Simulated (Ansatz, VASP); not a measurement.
# Two plane-wave programs on CaTl2H2

```
Ca Tl H
1.0
    -2.24543    2.24543    5.46868
     2.24543   -2.24543    5.46868
     2.24543    2.24543   -5.46868
Ca Tl H
1 2 2
Cartesian
  0.0000 0.0000 0.0000
  0.0000 2.2454 2.7343
  2.2454 0.0000 2.7343
  0.0000 0.0000 5.0813
  0.0000 0.0000 5.8560
```

Alike in both runs: functional PBE; k mesh 12 × 12 × 12; occupations gaussian, width 0.1 eV; no spin polarisation.

Ansatz relaxed the structure, and its values are those at the end. VASP's run is a single point on that final structure, the one shown.

|  | VASP | Ansatz |
| --- | --- | --- |
| version | VASP 6.6.1 | Ansatz 0.2.0 |
| potentials or method | VASP PAW PBE potentials, release 64 (Ca_sv, Tl_d, H), cutoff 520 eV | scalar-relativistic, plane waves, PAW |
| valence electrons in the cell | 38 | 38 |

|  | VASP | Ansatz | Ansatz less VASP |
| --- | --- | --- | --- |
| gap on the k mesh at the Fermi level (eV) | none | none | - |
| pressure (GPa) | 0.0 | 0.0 | +0.06 |

A gap of «none» marks a metal or a gap that the smearing closes.

Spin-orbit coupling is off throughout.
